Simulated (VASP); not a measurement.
ScAl3:

```
CELL_PARAMETERS angstrom
-1.59820 2.26020 4.52039
1.59820 -2.26020 4.52039
1.59820 2.26020 -4.52039
ATOMIC_POSITIONS crystal
Sc 0.00000 0.00000 0.00000
Al 0.50000 0.50000 0.00000
Al 0.75000 0.25000 0.50000
Al 0.25000 0.75000 0.50000
```

* Program: VASP 6.6.1
* Task: relaxation of cell and atoms
* Functional: PBE
* Potentials or basis: VASP PAW PBE potentials, release 64 (Sc_sv, Al)
* Cutoff: 600 eV
* k mesh: 6 × 6 × 6
* Occupations: gaussian, width 0.1 eV
* Spin: no spin polarisation

At the start: pressure 10.0 GPa; volume 16.33 Å³/atom.

Question: How do energy, volume and symmetry change on relaxing?

Answer: Over 17 steps the energy falls by 201.8 meV/atom and the volume is 17.85 Å³/atom (+9.3 %); space group Immm (No. 71, to 0.1 Å) before, I4/mmm (No. 139, to 0.1 Å).

The path:
```tsv
step	energy change (eV)	largest force (eV/Å)	pressure (GPa)	volume (Å³)
1	0.0000	0.3447	10.01	65.32
2	-0.2765	0.1306	-2.87	75.38
3	-0.2868	0.1490	-1.12	73.50
4	-0.3821	0.1388	-0.97	73.14
5	-0.5038	0.0259	-0.54	72.49
6	-0.5112	0.1752	1.79	70.76
7	-0.5524	0.1085	0.69	71.48
8	-0.5908	0.1516	0.47	71.58
9	-0.7528	0.3269	0.04	71.56
10	-0.2041	0.8280	2.67	70.26
11	-0.7618	0.3729	0.02	71.50
12	-0.7858	0.2778	-0.09	71.49
13	-0.7974	0.1387	-0.15	71.45
14	-0.8035	0.1057	0.00	71.28
15	-0.8057	0.0716	0.17	71.11
16	-0.8069	0.0419	-0.04	71.30
17	-0.8071	0.0271	-0.15	71.39
```

Final structure:
```yaml
crystal:
  lattice:
    - [-2.02146, 2.01981, 4.37126]
    - [2.02146, -2.01981, 4.37126]
    - [2.02146, 2.01981, -4.37126]
  atoms:
    - { symbol: Sc, position: [0.00000, 0.00000, 0.00000] }
    - { symbol: Al, position: [0.50000, 0.50000, 0.00000] }
    - { symbol: Al, position: [0.74953, 0.24953, 0.50000] }
    - { symbol: Al, position: [0.25047, 0.75047, 0.50000] }
```
